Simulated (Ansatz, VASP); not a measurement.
One calculation of Fe, two programs

File INCAR:

```
SYSTEM = Fe
ALGO = Normal
EDIFF = 1E-7
ENCUT = 520
GGA = PE
ISIF = 2
ISMEAR = -4
ISPIN = 2
LASPH = .TRUE.
LCHARG = .FALSE.
LMAXMIX = 4
LORBIT = 11
LREAL = .FALSE.
LWAVE = .FALSE.
MAGMOM = 2.5 2.5
NBANDS = 19
NELM = 150
PREC = Accurate
SIGMA = 0.1
```

Contents of KPOINTS:

```
k-points
0
G
  14 14 14
  0 0 0
```

POSCAR

```
Fe
1.0
    2.8313533229      0.0000000000      0.0000000000
    0.0000000000      2.8313533229      0.0000000000
    0.0000000000      0.0000000000      2.8313533229
Fe
2
Direct
    0.0000000000      0.0000000000      0.0000000000
    0.5000000000      0.5000000000      0.5000000000
```

Input for Ansatz:

```yaml
crystal:
  lattice:
    - [2.8313533229, 0.0, 0.0]
    - [0.0, 2.8313533229, 0.0]
    - [0.0, 0.0, 2.8313533229]
  atoms:
    - { symbol: Fe, position: [0.0, 0.0, 0.0], spin: 2.5 }
    - { symbol: Fe, position: [0.5, 0.5, 0.5], spin: 2.5 }
magnetization:
  spin_polarized: true
kpoints:
  mp_grid: { grid: [14, 14, 14] }
scf:
  occupations: { method: tetrahedron_uncorrected }
hamiltonian:
  xc: pbe
  pseudopotentials: { kind: all_electron, lapw: { basis_error: 0.001 } }
output:
  forces: true
  stress: true
  eigenvalues: true
accuracy: high
```

Alike in both runs: task single point; functional PBE; k mesh 14 × 14 × 14; collinear spin.

|  | VASP | Ansatz |
| --- | --- | --- |
| version | VASP 6.6.1 | Ansatz 0.2.0 |
| potentials or method | VASP PAW PBE potentials, release 64 (Fe), cutoff 520 eV | all-electron LAPW, scalar-relativistic |
| occupations | tetrahedron | tetrahedron-uncorrected |

VASP gave:

| Property | Result |
| --- | --- |
| gap on the k mesh at the Fermi level (eV) | none |
| pressure (GPa) | 0.0 |
| net moment per atom (μB) | 2.18 |
| size of the moment on the site where the two differ most (μB) | 2.18 |

Q: Which values does Ansatz return?

A: gap on the k mesh at the Fermi level (eV): none; pressure (GPa): -0.1; net moment per atom (μB): 2.16; size of the moment on the site where the two differ most (μB): 2.21.

Site moments also hang on the region over which each program counts them. A gap of «none» marks a metal or a gap that the smearing closes. Ansatz ran all-electron here, and VASP with PAW potentials. Ansatz's warnings: band table not solved further.
